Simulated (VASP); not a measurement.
# SiC (P6_3mc) in VASP: further runs, part 2 of 2

VASP 6.6.1.

## (3) Single point, PBE (12.18 Å³/atom)

The input, INCAR:

```
PREC = Accurate
ENCUT = 520
EDIFF = 1E-6
ISMEAR = 0
SIGMA = 0.05
LREAL = F
LASPH = T
NELM = 60
ALGO = Normal
ISIF = 2
LWAVE = F
LCHARG = F
GGA = PE
NBANDS = 16
```

The input, KPOINTS:

```
Automatic mesh
0
Gamma
  12 12 6
```

The input, POSCAR:

```
SiC
1.0
    3.2057041324      0.0000000000      0.0000000000
   -1.6028520662      2.7762212157      0.0000000000
    0.0000000000      0.0000000000      5.4756632286
Si C
2 2
Direct
    0.3333333333      0.6666666667      0.0043097739
    0.6666666667      0.3333333333      0.5043097739
    0.3333333333      0.6666666667      0.3806902261
    0.6666666667      0.3333333333      0.8806902261
```

Potentials or basis: VASP PAW PBE potentials, release 64 (Si, C).

Started as:

```sh
$ cat potpaw_PBE.64/Si/POTCAR potpaw_PBE.64/C/POTCAR > POTCAR
$ mpirun -np 1 vasp_std > vasp.out
```

OUTCAR:

```text
PREC = Accurate
   ENCUT = 520
   EDIFF = 1E-6
   ISMEAR = 0
   LREAL = F
   LASPH = T
   NELM = 60
   ISIF = 2
   GGA = PE

 ion  position               nearest neighbor table
   1  0.333  0.667  0.004-   4 1.97   4 1.97   4 1.97   3 2.06
   2  0.667  0.333  0.504-   3 1.97   3 1.97   3 1.97   4 2.06
   3  0.333  0.667  0.381-   2 1.97   2 1.97   2 1.97   1 2.06
   4  0.667  0.333  0.881-   1 1.97   1 1.97   1 1.97   2 2.06

  LATTYP: Found a hexagonal cell.
 ALAT       =     3.2057041324
 C/A-ratio  =     1.7081000000

  Lattice vectors:

 A1 = (   3.2057041324,   0.0000000000,   0.0000000000)
 A2 = (  -1.6028520662,   2.7762212157,   0.0000000000)
 A3 = (   0.0000000000,   0.0000000000,   5.4756632286)

Analysis of symmetry for initial positions (statically):
=====================================================================
 Subroutine PRICEL returns:
 Original cell was already a primitive cell.

 Routine SETGRP: Setting up the symmetry group for a
 hexagonal supercell.

 Subroutine GETGRP returns: Found 12 space group operations
 (whereof  6 operations were pure point group operations)
 out of a pool of 24 trial point group operations.

The static configuration has the point symmetry C_3v.
 The point group associated with its full space group is C_6v.

Analysis of symmetry for dynamics (positions and initial velocities):
=====================================================================
 Subroutine PRICEL returns:
 Original cell was already a primitive cell.

 Routine SETGRP: Setting up the symmetry group for a
 hexagonal supercell.

 Subroutine GETGRP returns: Found 12 space group operations
 (whereof  6 operations were pure point group operations)
 out of a pool of 24 trial point group operations.

The dynamic configuration has the point symmetry C_3v.
 The point group associated with its full space group is C_6v.

[... 123 lines left out ...]
  volume/ion in A,a.u.               =      12.18        82.21
  Fermi-wavevector in a.u.,A,eV,Ry     =   1.129389  2.134235 17.354485  1.275519
  Thomas-Fermi vector in A             =   2.266082
   LORBIT       =      0    0 simple, 1 ext, 2 COOP (PROOUT), +10 PAW based schemes
   GGA     = PE    functional components
   LHFCALC =     F    Hartree Fock is set to
   AEXX    =    0.0000 exact exchange contribution
   IVDW    =     0    specifies the selected vdW correction
   LEPSILON=     F    determine dielectric tensor
   LRPA    =     F    only Hartree local field effects (RPA)
 non-spin polarized calculation
 Gauss-broadening in eV      SIGMA  =   0.05
  energy-cutoff  :      520.00
  volume of cell :       48.73
 maximum number of plane-waves:      1335
 NGX is ok and might be reduce to    24
   NGX = 11   NGY = 11   NGZ = 21

 number of electron      16.0000000 magnetization

 Free energy of the ion-electron system (eV)
  ---------------------------------------------------
  ext. energy  EPLUGINS =         0.00000000
  ---------------------------------------------------
  free energy    TOTEN  =       -29.49942645 eV

  energy without entropy =      -29.49942645  energy(sigma->0) =      -29.49942645

 E-fermi :   6.7756     XC(G=0): -10.6505

 val. band max:        6.5196875022   @ k =   0.0000   0.0000   0.0000
 cond. band min:       8.9704567537   @ k =   0.3333   0.3333   0.0000
 fundamental gap:      2.4507692516
 Fermi energy:         6.7755747554

 k-point     1 :       0.0000    0.0000    0.0000
  band No.  band energies     occupation
      1      -7.8255      2.00000
      2      -5.1237      2.00000
      3      -1.3207      2.00000
      4       5.4714      2.00000
      5       5.4714      2.00000
      6       6.2929      2.00000
[... 433 lines left out ...]
      3      -0.3187      2.00000
      4       1.4788      2.00000
      5       1.8869      2.00000
      6       4.0962      2.00000
[... 8 lines left out ...]
     15      16.1640      0.00000
     16      17.2574      0.00000

 [... further k-points ...]

------------------------ aborting loop because EDIFF is reached ----------------------------------------

  FORCE on cell =-STRESS in cart. coord.  units (eV):
  Direction    XX          YY          ZZ          XY          YZ          ZX
  --------------------------------------------------------------------------------------
  -------------------------------------------------------------------------------------
  Total       -5.6491803     -5.6491803     -9.7398134      0.0000000     -0.0000000     -0.0000000
  in kB     -185.7298828   -185.7298828   -320.2189158      0.0000000     -0.0000000     -0.0000000
  external PRESSURE =    -230.5595605 kB  Pullay stress =       0.0000000 kB

 VOLUME and BASIS-vectors are now :
 -----------------------------------------------------------------------------
  energy-cutoff  :      520.00
  volume of cell :       48.73
      direct lattice vectors                 reciprocal lattice vectors
     3.205704132  0.000000000  0.000000000     0.311943947  0.180100922  0.000000000
    -1.602852066  2.776221216  0.000000000     0.000000000  0.360201844  0.000000000
     0.000000000  0.000000000  5.475663229     0.000000000  0.000000000  0.182626279

 POSITION                                       TOTAL-FORCE (eV/Angst)
 -----------------------------------------------------------------------------------
     -0.00000      1.85081      0.02360        -0.000000     -0.000000      0.001919
      1.60285      0.92541      2.76143         0.000000      0.000000      0.001919
     -0.00000      1.85081      2.08453         0.000000      0.000000     -0.001919
      1.60285      0.92541      4.82236        -0.000000      0.000000     -0.001919
 -----------------------------------------------------------------------------------
    total drift:                               -0.000000      0.000000      0.000239

  FREE ENERGIE OF THE ION-ELECTRON SYSTEM (eV)
  ---------------------------------------------------
  free  energy   TOTEN  =       -29.4994264467 eV

  energy  without entropy=      -29.4994264467  energy(sigma->0) =      -29.49942645
```

It took 32 s on 1 thread of Intel Xeon Platinum 8488C (Sapphire Rapids), shared host; peak memory 0.18 GiB.

Results:

```
Free energy            : -29.4994 eV
Pressure               : -23.1 GPa
Band gap on the k mesh : 2.45 eV (least direct gap 3.91 eV)
```

Caveat: the stress differs along the axes, from -32 to -19 GPa. A k mesh can miss the band edges.
